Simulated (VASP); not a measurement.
TaAs:

```
CELL_PARAMETERS angstrom
-1.72181 1.72181 5.86794
1.72181 -1.72181 5.86794
1.72181 1.72181 -5.86794
ATOMIC_POSITIONS crystal
Ta 0.49997 0.49997 0.00000
Ta 0.24997 0.74997 0.50000
As 0.08263 0.08263 0.00000
As 0.83263 0.33263 0.50000
```

```yaml
Program: VASP 6.6.1
Task: relaxation of cell and atoms
Functional: PBEsol
Potentials_or_basis: VASP PAW PBE potentials, release 64 (Ta_pv, As)
Cutoff: 600 eV
k_mesh: 11 × 11 × 11
Occupations: fermi-dirac, width 0.05 eV
Spin: no spin polarisation
```

At the start: pressure -3.2 GPa; volume 17.40 Å³/atom.

Question: Where does the relaxation end?

Answer: Over 8 steps the energy falls by 3.5 meV/atom and the volume is 17.09 Å³/atom (-1.8 %); space group I4_1md (No. 109, to 0.1 Å) before and after.

The path:
| step | energy change (eV) | largest force (eV/Å) | pressure (GPa) | volume (Å³) |
| --- | --- | --- | --- | --- |
| 1 | 0.0000 | 0.0243 | -3.22 | 69.59 |
| 2 | 0.0335 | 0.0554 | 6.92 | 66.13 |
| 3 | -0.0127 | 0.0337 | 0.03 | 68.37 |
| 4 | -0.0127 | 0.0339 | 0.08 | 68.35 |
| 5 | -0.0137 | 0.0336 | 0.06 | 68.33 |
| 6 | -0.0139 | 0.0332 | 0.05 | 68.31 |
| 7 | -0.0140 | 0.0106 | -0.09 | 68.36 |
| 8 | -0.0140 | 0.0023 | -0.07 | 68.35 |

Final structure:
```
Ta As
1.0
    -1.71661    1.71661    5.79850
     1.71661   -1.71661    5.79850
     1.71661    1.71661   -5.79850
Ta As
2 2
Direct
  0.50031 0.50031 0.00000
  0.25031 0.75031 0.50000
  0.08229 0.08229 0.00000
  0.83229 0.33229 0.50000
```

Caveat: the PAW data sets were made with another functional, which shifts forces and pressure a little.
